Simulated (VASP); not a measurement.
Set up this calculation in VASP 6.6.1, as the native input.

```yaml
Task: single point
Functional: PBE
Potentials_or_basis: VASP PAW PBE potentials, release 64 (Ce, O)
Cutoff: 600 eV
k_mesh: 3 × 3 × 3
Occupations: gaussian, width 0.01 eV
Spin: no spin polarisation
Dipole_correction: no
Further_INCAR_settings: ALGO = Normal; EDIFF = 1e-06; NBANDS = 19
```

The structure of CeO2 lies in POSCAR:

```
CeO2
1.0
    0.0000000000      2.6615208400      2.6615208400
    2.6615208400      0.0000000000      2.6615208400
    2.6615208400      2.6615208400      0.0000000000
Ce O
1 2
Direct
    0.0000000000      0.0000000000      0.0000000000
    0.2500000000      0.2500000000      0.2500000000
    0.7500000000      0.7500000000      0.7500000000
```

These files were run (other wordings do the same):

INCAR

```
SYSTEM = CeO2
PREC = Accurate
ENCUT = 600
EDIFF = 1E-6
ISMEAR = 0
SIGMA = 0.01
LREAL = .FALSE.
LASPH = .TRUE.
NELM = 200
ALGO = Normal
ISIF = 2
LWAVE = .FALSE.
LCHARG = .TRUE.
GGA = PE
LELF = .TRUE.
LVHAR = .TRUE.
NBANDS = 19
GGA_COMPAT = .FALSE.
LMAXMIX = 6
```

KPOINTS

```
regular mesh
0
G
  3 3 3
  0 0 0
```

Potentials or basis: VASP PAW PBE potentials, release 64 (Ce, O).

The run is started by

```bash
$ cat potpaw_PBE.64/Ce/POTCAR potpaw_PBE.64/O/POTCAR > POTCAR
$ mpirun -np 1 vasp_std > vasp.out
```

It gave:

* Pressure: 16.0 GPa
* Band gap on the k mesh: 2.29 eV

Caveat: the k points lie up to 0.68 Å⁻¹ apart; spin-orbit coupling is left out, which moves the levels of the heavy elements; an odd mesh through Γ misses points on the zone boundary, where band edges can lie.

Run time: 22 s on 1 thread of Intel Xeon 8259CL, on a shared host, peak memory 0.17 GiB.
